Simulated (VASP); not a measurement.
A run of VASP 6.6.1 is set up as follows.

The input INCAR:

```
PREC = Accurate ; ENCUT = 520
EDIFF = 1E-8 ; ISMEAR = 0
SIGMA = 0.01 ; LREAL = False
LASPH = True ; NELM = 80
ALGO = Normal ; ISIF = 2
LWAVE = False ; LCHARG = False
GGA = PE ; IBRION = 8
NSW = 1 ; LEPSILON = True
```

The input KPOINTS:

```
regular mesh
0
Gamma
  10 10 10
```

The input POSCAR:

```
CdC2
1.0
   -1.7275803892      2.3206086808      2.5789339062
    1.7275803892     -2.3206086808      2.5789339062
    1.7275803892      2.3206086808     -2.5789339062
Cd C
1 2
Direct
    0.0000000000      0.0000000000      0.0000000000
    0.3642641509      0.5000000000      0.8642641509
    0.6357358491      0.5000000000      0.1357358491
```

Potentials or basis: VASP PAW PBE potentials, release 64 (Cd, C).

Launch:

```console
$ cat potpaw_PBE.64/Cd/POTCAR potpaw_PBE.64/C/POTCAR > POTCAR
$ mpirun -np 1 vasp_std > vasp.out
```

(1) What does it give for the electronic dielectric tensor (diagonal)?

(2) Estimate the Born charges (mean of the diagonal).

(3) Estimate the highest phonon frequency at Γ.

Answers

(1) 6.56, 9.07, 7.33.

(2) Cd +2.65; C -1.32 e.

(3) 1855 cm⁻¹.

Caveat: the cell stands under pressure or tension, which shifts response properties.
